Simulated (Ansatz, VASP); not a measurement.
**One calculation of Ge2Sb2Te5, two programs**

```
Te Sb Ge
1.0
     4.29406    0.00000    0.00000
    -2.14703    3.71877    0.00000
     0.00000    0.00000   17.10135
Te Sb Ge
5 2 2
Cartesian
  2.1470 1.2396 7.1807
  0.0000 2.4792 9.9206
  0.0000 2.4792 3.4466
  2.1470 1.2396 13.6547
  0.0000 0.0000 0.0000
  0.0000 0.0000 5.4736
  0.0000 0.0000 11.6278
  2.1470 1.2396 1.7596
  0.0000 2.4792 15.3417
```

Alike in both runs: functional LDA; k mesh 7 × 7 × 2; occupations fermi-dirac, width 0.05 eV; no spin polarisation.

|  | VASP | Ansatz |
| --- | --- | --- |
| version | VASP 6.6.1 | Ansatz 0.2.0 |
| potentials or method | VASP PAW LDA potentials, release 64 (Te, Sb, Ge_d) | Ansatz PAW |
| plane-wave cutoff (eV) | 520 | 420 |
| valence electrons in the cell | 68 | 138 |
| task | single point | band structure |

|  | VASP | Ansatz | Ansatz less VASP |
| --- | --- | --- | --- |
| gap on the k mesh at the Fermi level (eV) | 0.28 | 0.29 | +0.011 |
| least direct gap on the mesh (eV) | 0.28 | 0.29 | +0.011 |
| pressure (GPa) | -3.4 | -3.3 | +0.07 |
| traceless stress, the component that is largest in VASP (GPa) | -0.06 | -0.07 | -0.011 |
| rms of the force components (eV/Å) | 0.052 | 0.061 | +0.0084 |

LDA's correlation is that of Perdew and Zunger in VASP and of Perdew and Wang (1992) in Ansatz. Atom by atom the forces differ by 0.013 eV/Å (rms over components). VASP's potentials hold 68 valence electrons a cell and Ansatz's 138, so a difference there can come from the potentials and not from the codes.

Neither program's run includes spin-orbit coupling.
